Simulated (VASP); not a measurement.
Ta, 1 atom in the cell. The typed cell holds 1 atom: a = 2.908 Å, b = 2.908 Å, c = 3.534 Å, α = 90.00°, β = 51.98°, γ = 120.00°. 

```yaml
Program: VASP 6.6.1
Task: single point
Functional: PBE
Potentials_or_basis: VASP PAW PBE potentials, release 64 (Ta_pv)
Cutoff: 500 eV
k_mesh: 12 × 12 × 14
Occupations: gaussian, width 0.1 eV
Spin: no spin polarisation
Dipole_correction: no
Further_INCAR_settings: ALGO = Normal; EDIFF = 1e-06; NBANDS = 12
```

Potentials or basis: VASP PAW PBE potentials, release 64 (Ta_pv).

The run is started by

```console
$ cat potpaw_PBE.64/Ta_pv/POTCAR > POTCAR
$ mpirun -np 1 vasp_std > vasp.out
```

Hardware: 1 thread of AMD EPYC 9R45 96-Core Processor (Zen 5), with other jobs on the host.

Task: Estimate the wall time of this run.

Result: It took 70 s on 1 thread of AMD EPYC 9R45 96-Core Processor (Zen 5), on a shared host, peak memory 0.2 GiB. Counts: scf iterations 11, k points 554.
